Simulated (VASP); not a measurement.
# From an Ansatz input to VASP: CdS (strained zincblende)

Ansatz input

```yaml
crystal:
  lattice:
    - [0.0, 3.0567834368, 3.0567834368]
    - [3.0567834368, 0.0, 3.0567834368]
    - [3.0567834368, 3.0567834368, 0.0]
  atoms:
    - { symbol: Cd, position: [0.0, 0.0, 0.0] }
    - { symbol: S, position: [0.25, 0.25, 0.25] }
kpoints:
  mp_grid: { grid: [8, 8, 8] }
  band_path:
    path:
      - [0.0, 0.0, 0.0]
      - [-0.5, -0.5, 0.0]
      - [-0.375, -0.375, 0.25]
      - [-0.375, 0.0, 0.375]
      - [0.0, 0.0, 0.5]
      - [-0.5, -0.25, 0.25]
    npoints: 1
hamiltonian:
  xc: r2scan
scf:
  occupations: { method: fixed }
  n_extra_bands: 4
output:
  forces: true
  stress: true
  eigenvalues: true
```

Task: Translate this input to VASP.

Result: 

INCAR

```
EDIFF = 1E-7
METAGGA = R2SCAN
NBANDS = 16
IBRION = -1
ENCUT = 520
PREC = Accurate
LCHARG = .FALSE.
ALGO = Normal
NELM = 120
ISIF = 2
ISMEAR = 0
LASPH = .TRUE.
LWAVE = .FALSE.
LREAL = .FALSE.
NSW = 0
SIGMA = 0.01
```

KPOINTS

```
KPOINTS created by Atomic Simulation Environment
0
Gamma
8 8 8
0 0 0
```

KPOINTS_OPT

```
special points
6
Reciprocal
0.0000000000 0.0000000000 0.0000000000 1
-0.5000000000 -0.5000000000 0.0000000000 1
-0.3750000000 -0.3750000000 0.2500000000 1
-0.3750000000 0.0000000000 0.3750000000 1
0.0000000000 0.0000000000 0.5000000000 1
-0.5000000000 -0.2500000000 0.2500000000 1
```

POSCAR

```
Cd S
 1.0000000000000000
     0.0000000000000000    3.0567834368000000    3.0567834368000000
     3.0567834368000000    0.0000000000000000    3.0567834368000000
     3.0567834368000000    3.0567834368000000    0.0000000000000000
 Cd  S
   1   1
Cartesian
  0.0000000000000000  0.0000000000000000  0.0000000000000000
  1.5283917183999998  1.5283917183999998  1.5283917183999998
```

VASP ran with the recommended PBE PAW datasets (18 valence electrons in the cell). Other inputs would serve too.

|  | Ansatz | VASP |
| --- | --- | --- |
| gap between bands v and c | 1.26 eV | 1.25 eV |
| least direct gap | 1.26 eV | 1.25 eV |
| pressure | -5.5 GPa | -5.3 GPa |

Datasets and cutoffs are each program's own. VASP's cell holds 18 valence electrons and Ansatz's 26. Ansatz's stress includes a Pulay correction; VASP's doesn't.

VASP's potentials hold 18 valence electrons a cell and Ansatz's 26, so a difference between the two programs can come from the potentials and not from the codes.
